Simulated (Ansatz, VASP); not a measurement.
HgTe in VASP and in Ansatz

```
Hg Te
1.0
    -0.03223    3.20738    3.20738
     3.20738   -0.03223    3.20738
     3.20738    3.20738   -0.03223
Hg Te
1 1
Direct
  0.00000 0.00000 0.00000
  0.75000 0.75000 0.75000
```

Change from the starting cell: equal xy, yz and zx shear strains of -1 %.

Alike in both runs: task single point; functional LDA; k mesh 11 × 11 × 11; occupations fermi-dirac, width 0.03 eV; no spin polarisation.

```csv
,VASP,Ansatz
version,VASP 6.6.1,Ansatz 0.2.0
potentials or method,"VASP PAW LDA potentials, release 64 (Hg, Te), cutoff 520 eV","all-electron LAPW, scalar-relativistic"
```

```tsv
	VASP	Ansatz	Ansatz less VASP
pressure (GPa)	0.0	-0.2	-0.25
traceless stress, the component that is largest in VASP (GPa)	0.43	0.41	-0.011
rms of the force components (eV/Å)	0.060	0.057	-0.0035
```

LDA's correlation is that of Perdew and Zunger in VASP and of Perdew and Wang (1992) in Ansatz. Atom by atom the forces differ by 0.003 eV/Å (rms over components). Ansatz ran all-electron here, and VASP with PAW potentials.

Neither program's run includes spin-orbit coupling.
